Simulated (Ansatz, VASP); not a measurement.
# GeW in VASP and in Ansatz

The input INCAR:

```
PREC = Accurate
ENCUT = 520
EDIFF = 1E-6
ISMEAR = -1
SIGMA = 0.05
LREAL = F
LASPH = T
NELM = 60
ALGO = Normal
ISIF = 2
LWAVE = F
LCHARG = T
GGA = RE
LELF = T
LVHAR = T
NBANDS = 21
```

Contents of KPOINTS:

```
Automatic mesh
0
Gamma
  9 9 9
```

The input POSCAR:

```
GeW
1.0
    0.0000000000      2.5776100000      2.5776100000
    2.5776100000      0.0000000000      2.5776100000
    2.5776100000      2.5776100000      0.0000000000
Ge W
1 1
Direct
    0.5000000000      0.5000000000      0.5000000000
    0.0000000000      0.0000000000      0.0000000000
```

Contents of input.yaml:

```yaml
crystal:
  lattice:
    - [0.0, 2.57761, 2.57761]
    - [2.57761, 0.0, 2.57761]
    - [2.57761, 2.57761, 0.0]
  atoms:
    - { symbol: Ge, position: [0.5, 0.5, 0.5] }
    - { symbol: W, position: [0.0, 0.0, 0.0] }
hamiltonian:
  xc: revpbe
  pseudopotentials: { kind: paw }
kpoints:
  mp_grid: { grid: [9, 9, 9] }
  band_path:
    path:
      - [[0.0, 0.0, 0.0], [0.5, 0.0, 0.5], [0.5, 0.25, 0.75], [0.375, 0.375, 0.75], [0.0, 0.0, 0.0], [0.5, 0.5, 0.5], [0.625, 0.25, 0.625], [0.5, 0.25, 0.75], [0.5, 0.5, 0.5], [0.375, 0.375, 0.75]]
      - [[0.625, 0.25, 0.625], [0.5, 0.0, 0.5]]
    npoints: 14
scf:
  occupations: { method: fermi_dirac, width: 0.05 }
  n_extra_bands: 6
output:
  forces: true
  stress: true
  eigenvalues: true
  fatbands: false
```

Alike in both runs: functional revPBE; k mesh 9 × 9 × 9; occupations fermi-dirac, width 0.05 eV; no spin polarisation.

```csv
,VASP,Ansatz
version,VASP 6.6.1,Ansatz 0.2.0
potentials or method,"VASP PAW PBE potentials, release 64 (Ge_d, W_sv)",Ansatz PAW
plane-wave cutoff (eV),520,420
valence electrons in the cell,28,28
task,single point,band structure
```

|  | VASP | Ansatz | Ansatz less VASP |
| --- | --- | --- | --- |
| gap on the k mesh at the Fermi level (eV) | none | none | - |
| pressure (GPa) | 2.5 | 2.2 | -0.25 |

VASP's potentials were made for PBE, not for revPBE. A gap of «none» marks a metal or a gap that the smearing closes.

Neither program's run includes spin-orbit coupling.
